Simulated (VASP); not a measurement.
# WSe3 (P6_3/mmc) in VASP: notebook

Runs on WSe3. Level: PBE. Tasks: single point.

All numbers are computed with VASP 6.6.1; they aren't measurements. Logs are shortened: lines on timing, memory, paths and dates and some standing lists are left out, and cuts for length are marked.

## 1. The cell of the first run

It takes space group P6_3/mmc (No. 194, hexagonal). The conventional cell has a = 5.305 Å, b = 5.305 Å, c = 9.451 Å, α = 90.00°, β = 90.00°, γ = 120.00°. Within 4.0 Å of W (site symmetry -6m2) lie 11 Se at 3.06 to 3.46 Å. Se (site symmetry -6m2) has 3 W at 3.06 Å and 6 Se at 3.46 Å within 4.0 Å. Within 4.1 Å of Se (site symmetry 3m) lie 4 W at 3.12 to 3.46 Å and 7 Se at 3.21 to 3.46 Å.

## 2. Single point, PBE

Contents of INCAR:

```
SYSTEM = WSe3
  PREC = Accurate
  ENCUT = 520
  EDIFF = 1E-6
  ISMEAR = 0
  SIGMA = 0.1
  LREAL = .False.
  LASPH = .True.
  NELM = 60
  ALGO = Normal
  ISIF = 2
  LWAVE = .False.
  LCHARG = .False.
  GGA = PE
  NBANDS = 42
```

Contents of KPOINTS:

```
regular mesh
0
Gamma
  6 6 2
  0 0 0
```

Contents of POSCAR:

```
WSe3
1.0
    5.3049682200      0.0000000000      0.0000000000
   -2.6524841100      4.5942372500      0.0000000000
    0.0000000000      0.0000000000      9.4506330900
W Se
2 6
Direct
    0.3333333300      0.6666666700      0.2500000000
    0.6666666700      0.3333333300      0.7500000000
    0.0000000000      0.0000000000      0.2500000000
    0.0000000000      0.0000000000      0.7500000000
    0.3333333300      0.6666666700      0.5802155100
    0.6666666700      0.3333333300      0.0802155100
    0.6666666700      0.3333333300      0.4197844900
    0.3333333300      0.6666666700      0.9197844900
```

Potentials or basis: VASP PAW PBE potentials, release 64 (W_sv, Se).

Launch:

```bash
> cat potpaw_PBE.64/W_sv/POTCAR potpaw_PBE.64/Se/POTCAR > POTCAR
> mpirun -np 1 vasp_std > vasp.out
```

OUTCAR:

```text
SYSTEM = WSe3
   PREC = Accurate
   ENCUT = 520
   EDIFF = 1E-6
   ISMEAR = 0
   LREAL = .False.
   LASPH = .True.
   NELM = 60
   ISIF = 2
   GGA = PE

 ion  position               nearest neighbor table
   1  0.333  0.667  0.250-   3 3.06   3 3.06   3 3.06   8 3.12   5 3.12
   2  0.667  0.333  0.750-   4 3.06   4 3.06   4 3.06   7 3.12   6 3.12
   3  0.000  0.000  0.250-   1 3.06   1 3.06   1 3.06
   4  0.000  0.000  0.750-   2 3.06   2 3.06   2 3.06
   5  0.333  0.667  0.580-   1 3.12
   6  0.667  0.333  0.080-   2 3.12
   7  0.667  0.333  0.420-   2 3.12
   8  0.333  0.667  0.920-   1 3.12

  LATTYP: Found a hexagonal cell.
 ALAT       =     5.3049682200
 C/A-ratio  =     1.7814683704

  Lattice vectors:

 A1 = (   5.3049682200,   0.0000000000,   0.0000000000)
 A2 = (  -2.6524841100,   4.5942372500,   0.0000000000)
 A3 = (   0.0000000000,   0.0000000000,   9.4506330900)

Analysis of symmetry for initial positions (statically):
=====================================================================
 Subroutine PRICEL returns:
 Original cell was already a primitive cell.

 Routine SETGRP: Setting up the symmetry group for a
 hexagonal supercell.

 Subroutine GETGRP returns: Found 24 space group operations
 (whereof 12 operations were pure point group operations)
 out of a pool of 24 trial point group operations.

The static configuration has the point symmetry D_3d.
 The point group associated with its full space group is D_6h.

Analysis of symmetry for dynamics (positions and initial velocities):
=====================================================================
 Subroutine PRICEL returns:
 Original cell was already a primitive cell.

 Routine SETGRP: Setting up the symmetry group for a
 hexagonal supercell.

 Subroutine GETGRP returns: Found 24 space group operations
 (whereof 12 operations were pure point group operations)
 out of a pool of 24 trial point group operations.

The dynamic configuration has the point symmetry D_3d.
 The point group associated with its full space group is D_6h.

 Subroutine INISYM returns: Found 24 space group operations
 (whereof 12 operations are pure point group operations),
 and found     1 'primitive' translations

----------------------------------------------------------------------------------------

                                     Primitive cell

  volume of cell :     230.3335

  direct lattice vectors                    reciprocal lattice vectors
     5.304968220  0.000000000  0.000000000     0.188502543  0.108831994  0.000000000
    -2.652484110  4.594237250  0.000000000     0.000000000  0.217663988  0.000000000
     0.000000000  0.000000000  9.450633090     0.000000000  0.000000000  0.105813017

  length of vectors
     5.304968220  5.304968225  9.450633090     0.217663988  0.217663988  0.105813017

  position of ions in fractional coordinates (direct lattice)
     0.333333330  0.666666670  0.250000000
     0.666666670  0.333333330  0.750000000
     0.000000000  0.000000000  0.250000000
     0.000000000  0.000000000  0.750000000
     0.333333330  0.666666670  0.580215510
     0.666666670  0.333333330  0.080215510
     0.666666670  0.333333330  0.419784490
     0.333333330  0.666666670  0.919784490

  ion indices of the primitive-cell ions
   primitive index   ion index
                 1           1
                 2           2
                 3           3
                 4           4
                 5           5
                 6           6
                 7           7
                 8           8

----------------------------------------------------------------------------------------

 KPOINTS: regular mesh

Automatic generation of k-mesh.
 Grid dimensions read from file:
 generate k-points for:    6    6    2

 Generating k-lattice:

  Cartesian coordinates                     Fractional coordinates (reciprocal lattice)
     0.031417090  0.018138666  0.000000000     0.166666667  0.000000000  0.000000000
     0.000000000  0.036277331  0.000000000     0.000000000  0.166666667  0.000000000
     0.000000000  0.000000000  0.052906509     0.000000000  0.000000000  0.500000000

  Length of vectors
     0.036277331  0.036277331  0.052906509

  Shift w.r.t. Gamma in fractional coordinates (k-lattice)
     0.000000000  0.000000000  0.000000000

 Subroutine IBZKPT returns following result:
 ===========================================

 Found     14 irreducible k-points:

 Following reciprocal coordinates:
            Coordinates               Weight
  0.000000  0.000000  0.000000      1.000000
  0.166667  0.000000  0.000000      6.000000
  0.333333  0.000000  0.000000      6.000000
  0.500000  0.000000  0.000000      3.000000
  0.166667  0.166667  0.000000      6.000000
  0.333333  0.166667  0.000000     12.000000
  0.333333  0.333333  0.000000      2.000000
  0.000000  0.000000  0.500000      1.000000
  0.166667  0.000000  0.500000      6.000000
  0.333333  0.000000  0.500000      6.000000
  0.500000  0.000000  0.500000      3.000000
  0.166667  0.166667  0.500000      6.000000
  0.333333  0.166667  0.500000     12.000000
  0.333333  0.333333  0.500000      2.000000
   k-points           NKPTS =     14   k-points in BZ     NKDIM =     14   number of bands    NBANDS=     42
   number of dos      NEDOS =    301   number of ions     NIONS =      8
   total plane-waves  NPLWV = 112000
   dimension x,y,z NGX =    40 NGY =   40 NGZ =   70
   dimension x,y,z NGXF=    80 NGYF=   80 NGZF=  140
   ions per type =               2   6
   NGX,Y,Z   is equivalent  to a cutoff of  12.54, 12.54, 12.31 a.u.
   NGXF,Y,Z  is equivalent  to a cutoff of  25.07, 25.07, 24.63 a.u.
 SYSTEM =  WSe3
   PREC   = accura    normal or accurate (medium, high low for compatibility)
   ISTART =      0    job   : 0-new  1-cont  2-samecut
   ICHARG =      2    charge: 1-file 2-atom 10-const
   ISPIN  =      1    spin polarized calculation?
   LNONCOLLINEAR =      F non collinear calculations
   LSORBIT =      F    spin-orbit coupling
   LASPH  =      T    aspherical Exc in radial PAW
   ENCUT  =  520.0 eV  38.22 Ry    6.18 a.u.   9.86  9.86 17.57*2*pi/ulx,y,z
   NELM   =     60;   NELMIN=  2; NELMDL= -5     # of ELM steps
   EDIFF  = 0.1E-05   stopping-criterion for ELM
   LREAL  =      F    real-space projection
   EDIFFG = 0.1E-04   stopping-criterion for IOM
   NSW    =      0    number of steps for IOM
   IBRION =     -1    ionic relax: 0-MD 1-quasi-New 2-CG
   NFREE  =      0    steps in history (QN), initial steepest desc. (CG)
   ISIF   =      2    stress and relaxation
   ISYM   =      2    0-nonsym 1-usesym 2-fastsym
   POTIM  = 0.5000    time-step for ionic-motion
   TEBEG  =    0.0;   TEEND  =   0.0 temperature during run
   PSTRESS=    0.0 pullay stress
   NELECT =      64.0000    total number of electrons
   NUPDOWN=      -1.0000    fix difference up-down
   EMIN   =  10.00;   EMAX   =-10.00  energy-range for DOS
   EFERMI =   0.00;   METHOD = LEGACY
   ISMEAR =     0;   SIGMA  =   0.10  broadening in eV -4-tet -1-fermi 0-gaus
   EFERMI_NEDOS =   21; number of points for ismear=-14 and -15
   IALGO  =     38    algorithm
   IMIX   =      4    mixing-type and parameters
     AMIX     =   0.40;   BMIX     =  1.00
     AMIX_MAG =   1.60;   BMIX_MAG =  1.00
  volume/ion in A,a.u.               =      28.79       194.30
  Fermi-wavevector in a.u.,A,eV,Ry     =   1.068273  2.018744 15.527081  1.141208
  Thomas-Fermi vector in A             =   2.203916
   LORBIT       =      0    0 simple, 1 ext, 2 COOP (PROOUT), +10 PAW based schemes
   GGA     = PE    functional components
   LHFCALC =     F    Hartree Fock is set to
   AEXX    =    0.0000 exact exchange contribution
   IVDW    =     0    specifies the selected vdW correction
   LEPSILON=     F    determine dielectric tensor
   LRPA    =     F    only Hartree local field effects (RPA)
 non-spin polarized calculation
 Gauss-broadening in eV      SIGMA  =   0.10
  energy-cutoff  :      520.00
  volume of cell :      230.33
 maximum number of plane-waves:      6240
 NGX is ok and might be reduce to    40
   NGX = 19   NGY = 19   NGZ = 35

 number of electron      64.0000001 magnetization

 Free energy of the ion-electron system (eV)
  ---------------------------------------------------
  ext. energy  EPLUGINS =         0.00000000
  ---------------------------------------------------
  free energy    TOTEN  =       -36.88278995 eV

  energy without entropy =      -36.83418061  energy(sigma->0) =      -36.85848528

 E-fermi :   2.7928     XC(G=0):  -9.2817

 val. band max:        2.7908355168   @ k =   0.0000   0.0000   0.0000
 cond. band min:       2.8306667327   @ k =   0.1667   0.1667   0.0000
 fundamental gap:      0.0398312159
 Fermi energy:         2.7928146216

 k-point     1 :       0.0000    0.0000    0.0000
  band No.  band energies     occupation
      1     -72.5038      2.00000
      2     -72.5038      2.00000
      3     -36.5880      2.00000
      4     -36.5878      2.00000
      5     -36.5186      2.00000
      6     -36.5186      2.00000
[... 34 lines left out ...]
     41       4.0739      0.00000
     42       4.1831      0.00000

 k-point     2 :       0.1667    0.0000    0.0000
  band No.  band energies     occupation
      1     -72.5038      2.00000
      2     -72.5038      2.00000
      3     -36.5880      2.00000
      4     -36.5878      2.00000
      5     -36.5187      2.00000
      6     -36.5187      2.00000
[... 34 lines left out ...]
     41       4.0708      0.00000
     42       4.1751      0.00000

 k-point     3 :       0.3333    0.0000    0.0000
  band No.  band energies     occupation
      1     -72.5038      2.00000
      2     -72.5038      2.00000
      3     -36.5879      2.00000
      4     -36.5878      2.00000
      5     -36.5189      2.00000
      6     -36.5189      2.00000
[... 34 lines left out ...]
     41       4.0340      0.00000
     42       4.3432      0.00000

 k-point     4 :       0.5000    0.0000    0.0000
  band No.  band energies     occupation
      1     -72.5038      2.00000
      2     -72.5038      2.00000
      3     -36.5879      2.00000
      4     -36.5878      2.00000
      5     -36.5190      2.00000
      6     -36.5190      2.00000
[... 394 lines left out ...]
     41       4.6678      0.00000
     42       4.6678      0.00000

 k-point    13 :       0.3333    0.1667    0.5000
  band No.  band energies     occupation
      1     -72.5038      2.00000
      2     -72.5038      2.00000
      3     -36.5879      2.00000
      4     -36.5879      2.00000
      5     -36.5189      2.00000
      6     -36.5189      2.00000
[... 34 lines left out ...]
     41       4.6384      0.00000
     42       4.6384      0.00000

 k-point    14 :       0.3333    0.3333    0.5000
  band No.  band energies     occupation
      1     -72.5038      2.00000
      2     -72.5038      2.00000
      3     -36.5879      2.00000
      4     -36.5879      2.00000
      5     -36.5189      2.00000
      6     -36.5189      2.00000
[... 34 lines left out ...]
     41       4.5134      0.00000
     42       4.5134      0.00000

------------------------ aborting loop because EDIFF is reached ----------------------------------------

  FORCE on cell =-STRESS in cart. coord.  units (eV):
  Direction    XX          YY          ZZ          XY          YZ          ZX
  --------------------------------------------------------------------------------------
  -------------------------------------------------------------------------------------
  Total      -27.9175483    -27.9175484    -24.0316589      0.0000000      0.0000000      0.0000000
  in kB     -194.1917390   -194.1917395   -167.1618715      0.0000000      0.0000000      0.0000000
  external PRESSURE =    -185.1817834 kB  Pullay stress =       0.0000000 kB

 VOLUME and BASIS-vectors are now :
 -----------------------------------------------------------------------------
  energy-cutoff  :      520.00
  volume of cell :      230.33
      direct lattice vectors                 reciprocal lattice vectors
     5.304968220  0.000000000  0.000000000     0.188502543  0.108831994  0.000000000
    -2.652484110  4.594237250  0.000000000     0.000000000  0.217663988  0.000000000
     0.000000000  0.000000000  9.450633090     0.000000000  0.000000000  0.105813017

 POSITION                                       TOTAL-FORCE (eV/Angst)
 -----------------------------------------------------------------------------------
     -0.00000      3.06282      2.36266        -0.000000     -0.000000      0.000000
      2.65248      1.53141      7.08797         0.000000      0.000000      0.000000
      0.00000      0.00000      2.36266         0.000000     -0.000000      0.000000
      0.00000      0.00000      7.08797        -0.000000     -0.000000      0.000000
     -0.00000      3.06282      5.48340         0.000000     -0.000000     -0.100305
      2.65248      1.53141      0.75809        -0.000000      0.000000     -0.100305
      2.65248      1.53141      3.96723        -0.000000      0.000000      0.100305
     -0.00000      3.06282      8.69255         0.000000     -0.000000      0.100305
 -----------------------------------------------------------------------------------
    total drift:                               -0.000010      0.000006      0.000000

  FREE ENERGIE OF THE ION-ELECTRON SYSTEM (eV)
  ---------------------------------------------------
  free  energy   TOTEN  =       -36.8827899481 eV

  energy  without entropy=      -36.8341806108  energy(sigma->0) =      -36.85848528
```

It took 2.3 min on 1 thread of Intel Xeon 6975P-C, shared host; peak memory 0.38 GiB.

Results:

```yaml
Free_energy: -36.8828 eV
Pressure: -18.5 GPa
Largest_force: 0.100 eV/Å
Band_gap_on_the_k_mesh: zero (band 32 reaches 2.92 eV, above the bottom of band 33 at 2.39 eV)
```

Forces on the atoms (eV/Å):
```
W    0.000  0.000  0.000
W    0.000  0.000  0.000
Se   0.000  0.000  0.000
Se   0.000  0.000  0.000
Se   0.000  0.000 -0.100
Se   0.000  0.000 -0.100
Se   0.000  0.000  0.100
Se   0.000  0.000  0.100
```

Stress tensor (GPa, compression positive):
```
-19.42   0.00   0.00
  0.00 -19.42   0.00
  0.00   0.00 -16.72
```

Caveat: spin-orbit coupling is left out, which moves the levels of the heavy elements.

## 3. Single point, PBE, collinear spin, zero start

This run uses another cell than the first one, of 19.02 Å³/atom, 0.661 times its volume.

Contents of INCAR:

```
SYSTEM = WSe3
PREC = Accurate
ENCUT = 520
EDIFF = 1E-6
ISMEAR = 0
SIGMA = 0.1
LREAL = .False.
LASPH = .True.
NELM = 150
ALGO = Normal
ISIF = 2
LWAVE = .False.
LCHARG = .True.
ISPIN = 2
MAGMOM = 0 0 0 0 0 0 0 0
LORBIT = 11
LMAXMIX = 4
GGA = PE
LELF = .True.
LVHAR = .True.
NBANDS = 46
```

KPOINTS is that of step 2.

Contents of POSCAR:

```
WSe3
1.0
    4.6463333342      0.0000000000      0.0000000000
   -2.3231666671      4.0238427019      0.0000000000
    0.0000000000      0.0000000000      8.1385251809
W Se
2 6
Direct
    0.3333333333      0.6666666667      0.2500000000
    0.6666666667      0.3333333333      0.7500000000
    0.0000000000      0.0000000000      0.2500000000
    0.0000000000      0.0000000000      0.7500000000
    0.3333333333      0.6666666667      0.5795606809
    0.6666666667      0.3333333333      0.0795606809
    0.6666666667      0.3333333333      0.4204393191
    0.3333333333      0.6666666667      0.9204393191
```

Potentials or basis: VASP PAW PBE potentials, release 64 (W_sv, Se).

Launch:

```bash
> cat potpaw_PBE.64/W_sv/POTCAR potpaw_PBE.64/Se/POTCAR > POTCAR
> mpirun -np 1 vasp_std > vasp.out
```

Wall time 3 min (1 thread of Intel Xeon 6975P-C, shared host); peak memory 0.41 GiB.

The run converged. Its results:

* Free energy: -43.5622 eV
* Pressure: 0.1 GPa
* Largest force: 0.004 eV/Å
* Band gap on the k mesh: zero (filled and empty bands overlap)
* Net moment: 0.00 μB per cell
* Valence electrons inside the program's atomic spheres: W 11.71; Se 3.80, 3.76

Forces in eV/Å, atoms in the order of the input:
```
W    0.000  0.000  0.000
W    0.000  0.000  0.000
Se   0.000  0.000  0.000
Se   0.000  0.000  0.000
Se   0.000  0.000  0.004
Se   0.000  0.000  0.004
Se   0.000  0.000 -0.004
Se   0.000  0.000 -0.004
```

Stress tensor (GPa, compression positive):
```
 0.09  0.00  0.00
 0.00  0.09  0.00
 0.00  0.00 -0.01
```

Levels at points of the mesh, in eV from the Fermi level:
Spin up:
```tsv
k point	band 30	band 31	band 32	band 33	band 34	band 35
(0.00, 0.00, 0.00)	-1.20	-0.74	-0.74	-0.51	0.26	0.45
(0.50, 0.00, 0.00)	-0.39	-0.20	-0.03	-0.03	0.19	0.68
(0.00, 0.00, 0.50)	-0.91	-0.91	-0.91	-0.58	-0.58	-0.58
(0.50, 0.00, 0.50)	-0.85	-0.12	-0.12	0.58	0.58	0.79
```
Spin down:
```csv
k point,band 29,band 30,band 31,band 32,band 33,band 34,band 35,band 36
"(0.00, 0.00, 0.00)",-1.20,-1.20,-0.74,-0.74,-0.51,0.26,0.45,0.78
"(0.50, 0.00, 0.00)",-1.06,-0.39,-0.20,-0.03,-0.03,0.19,0.68,1.31
"(0.00, 0.00, 0.50)",-0.91,-0.91,-0.91,-0.91,-0.58,-0.58,-0.58,-0.58
"(0.50, 0.00, 0.50)",-0.85,-0.85,-0.12,-0.12,0.58,0.58,0.79,0.79
```

Caveat: the k points lie up to 0.39 Å⁻¹ apart; spin-orbit coupling is left out, which moves the levels of the heavy elements.

## 4. Single point, PBE

This run uses another cell than the first one, of 19.01 Å³/atom, 0.660 times its volume.

Contents of INCAR:

```
PREC = Accurate
ENCUT = 520
EDIFF = 1E-6
ISMEAR = 0
SIGMA = 0.1
LREAL = False
LASPH = True
NELM = 60
ALGO = Normal
ISIF = 2
LWAVE = False
LCHARG = False
GGA = PE
NBANDS = 42
```

Contents of KPOINTS:

```
Automatic mesh
0
Gamma
  12 12 6
```

Contents of POSCAR:

```
WSe3
1.0
    4.6231517808      0.0000000000      0.0000000000
   -2.3115758904      4.0037668877      0.0000000000
    0.0000000000      0.0000000000      8.2156406327
W Se
2 6
Direct
    0.3333333333      0.6666666667      0.2500000000
    0.6666666667      0.3333333333      0.7500000000
    0.0000000000      0.0000000000      0.2500000000
    0.0000000000      0.0000000000      0.7500000000
    0.3333333333      0.6666666667      0.5808134395
    0.6666666667      0.3333333333      0.0808134395
    0.6666666667      0.3333333333      0.4191865605
    0.3333333333      0.6666666667      0.9191865605
```

Launch:

```bash
> cat potpaw_PBE.64/W_sv/POTCAR potpaw_PBE.64/Se/POTCAR > POTCAR
> mpirun -np 1 vasp_std > vasp.out
```

It took 6.8 min on 1 thread of Intel Xeon 6975P-C, shared host; peak memory 0.53 GiB.

The run converged. Its results:

| Quantity | Value |
| --- | --- |
| Free energy | -43.7735 eV |
| Pressure | 0.1 GPa |
| Largest force | 0.009 eV/Å |
| Band gap on the k mesh | zero (band 32 reaches 7.85 eV, above the bottom of band 33 at 6.57 eV) |

Forces on the atoms (eV/Å):
```
W    0.000  0.000  0.000
W    0.000  0.000  0.000
Se   0.000  0.000  0.000
Se   0.000  0.000  0.000
Se   0.000  0.000  0.009
Se   0.000  0.000  0.009
Se   0.000  0.000 -0.009
Se   0.000  0.000 -0.009
```

Levels at points of the mesh, in eV from the Fermi level:
| k point | band 30 | band 31 | band 32 | band 33 | band 34 | band 35 |
| --- | --- | --- | --- | --- | --- | --- |
| (0.00, 0.00, 0.00) | -1.34 | -0.83 | -0.83 | -0.62 | 0.23 | 0.31 |
| (0.50, 0.00, 0.00) | -0.39 | -0.15 | -0.10 | -0.06 | 0.19 | 0.73 |
| (0.00, 0.00, 0.50) | -1.02 | -1.02 | -1.02 | -0.60 | -0.60 | -0.60 |
| (0.50, 0.00, 0.50) | -0.84 | -0.14 | -0.14 | 0.57 | 0.57 | 0.79 |

Caveat: spin-orbit coupling is left out, which moves the levels of the heavy elements.

## 5. The runs side by side

```csv
spin,cell,k mesh,gap on the mesh (eV),pressure (GPa),largest force (eV/Å)
off,"a = 5.305, b = 5.305, c = 9.451 Å, angles 90.0, 90.0, 120.0°, 8 atoms",6 × 6 × 2,none,-18.5,0.10
"collinear, zero start","a = 4.646, b = 4.646, c = 8.139 Å, angles 90.0, 90.0, 120.0°, 8 atoms",6 × 6 × 2,none,0.1,-
off,"a = 4.623, b = 4.623, c = 8.216 Å, angles 90.0, 90.0, 120.0°, 8 atoms",12 × 12 × 6,none,0.1,0.01
```

Alike in all rows: task single point; level PBE; potentials or basis VASP PAW PBE potentials, release 64 (W_sv, Se); cutoff (eV) 520; smearing gaussian 0.1 eV.

Caveats: some runs use coarse meshes; spin-orbit coupling is left out, which moves the levels of the heavy elements.

Absolute energies hang on the potentials; compare differences alone.
